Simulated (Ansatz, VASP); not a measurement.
Ni3Hg: VASP beside Ansatz

Contents of INCAR:

```
PREC = Accurate
ENCUT = 520
EDIFF = 1E-6
ISMEAR = -1
SIGMA = 0.1
LREAL = False
LASPH = True
NELM = 150
ALGO = Normal
ISIF = 2
LWAVE = False
LCHARG = True
ISPIN = 2
MAGMOM = 2 2 2 0
LORBIT = 11
LMAXMIX = 4
GGA = PS
LELF = True
LVHAR = True
NBANDS = 33
```

Contents of KPOINTS:

```
Automatic mesh
0
Gamma
  6 6 6
```

Contents of POSCAR:

```
Ni3Hg
1.0
    3.7449110000      0.0000000000      0.0000000000
    0.0000000000      3.7449110000      0.0000000000
    0.0000000000      0.0000000000      3.7449110000
Ni Hg
3 1
Direct
    0.0026702904      0.5000000000      0.5000000000
    0.5000000000      0.0000000000      0.5000000000
    0.5000000000      0.5000000000      0.0000000000
    0.0000000000      0.0000000000      0.0000000000
```

Input for Ansatz:

```yaml
crystal:
  lattice:
    - [3.744911, 0.0, 0.0]
    - [0.0, 3.744911, 0.0]
    - [0.0, 0.0, 3.744911]
  atoms:
    - { symbol: Ni, position: [0.002670290428797907, 0.5, 0.5] }
    - { symbol: Ni, position: [0.5, 0.0, 0.5] }
    - { symbol: Ni, position: [0.5, 0.5, 0.0] }
    - { symbol: Hg, position: [0.0, 0.0, 0.0] }
kpoints:
  mp_grid:
    grid: [6, 6, 6]
hamiltonian:
  xc: pbesol
magnetization:
  spin_polarized: true
  per_species:
    Ni: 2.0
scf:
  occupations:
    method: fermi_dirac
output:
  forces: true
```

Alike in both runs: task single point; functional PBEsol; k mesh 6 × 6 × 6; collinear spin.

|  | VASP | Ansatz |
| --- | --- | --- |
| version | VASP 6.6.1 | Ansatz 0.2.0 |
| potentials or method | VASP PAW PBE potentials, release 64 (Ni, Hg) | plane waves, PAW |
| plane-wave cutoff (eV) | 520 | 420 |
| occupations | fermi-dirac, width 0.1 eV | fermi-dirac |
| valence electrons in the cell | 42 | 74 |

|  | VASP | Ansatz | Ansatz less VASP |
| --- | --- | --- | --- |
| rms of the force components (eV/Å) | 0.009 | 0.009 | +0.0002 |
| net moment per atom (μB) | 0.26 | 0.27 | +0.008 |
| size of the moment on the site where the two differ most (μB) | 0.36 | 0.38 | +0.019 |

VASP's potentials were made for PBE, not for PBEsol. Site moments also hang on the region over which each program counts them. Atom by atom the forces differ by 0.000 eV/Å (rms over components). VASP's potentials hold 42 valence electrons a cell and Ansatz's 74, so a difference there can come from the potentials and not from the codes.

Spin-orbit coupling is off throughout.
